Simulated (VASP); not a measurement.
Write the native input for VASP 6.6.1 that does the following.

```
Task                   : single point
Functional             : PBE
Potentials or basis    : VASP PAW PBE potentials, release 64 (Al)
Cutoff                 : 520 eV
k mesh                 : 11 × 11 × 6
Occupations            : fermi-dirac, width 0.05 eV
Spin                   : no spin polarisation
Dipole correction      : no
Further INCAR settings : ALGO = Normal; EDIFF = 1e-06; NBANDS = 10
```

The structure of Al lies in POSCAR:

```
Al
1.0
    2.8537372258      0.0000000000      0.0000000000
   -1.4268686129      2.4714089333      0.0000000000
    0.0000000000      0.0000000000      4.7170995507
Al
2
Direct
    0.3333333333      0.6666666667      0.2500000000
    0.6666666667      0.3333333333      0.7500000000
```

One way to write it, as run:

INCAR

```
SYSTEM = Al
ALGO     = Normal         ! electronic algorithm
EDIFF    = 1E-6           ! SCF threshold, eV
ENCUT    = 520            ! plane-wave cutoff, eV
GGA      = PE             ! functional
ISIF     = 2              ! what is computed and relaxed
ISMEAR   = -1             ! smearing method
LASPH    = .TRUE.         ! aspherical terms in the spheres
LCHARG   = .FALSE.        ! write CHGCAR
LREAL    = .FALSE.        ! projectors in reciprocal space
LWAVE    = .FALSE.        ! write WAVECAR
NBANDS   = 10             ! bands
NELM     = 60             ! most SCF steps
PREC     = Accurate       ! precision mode
SIGMA    = 0.05           ! smearing width, eV
```

KPOINTS

```
k-points
0
G
  11 11 6
  0 0 0
```

Potentials or basis: VASP PAW PBE potentials, release 64 (Al).

Run with:

```bash
$ cat potpaw_PBE.64/Al/POTCAR > POTCAR
$ mpirun -np 1 vasp_std > vasp.out
```

It gave:

```yaml
Pressure: 0.0 GPa
Band_gap_on_the_k_mesh: zero (band 3 reaches 11.85 eV, above the bottom of band 4 at 4.88 eV)
```

It took 10 s on 1 thread of AMD EPYC 9R45 96-Core Processor (Zen 5) (shared host), peak memory 0.12 GiB.
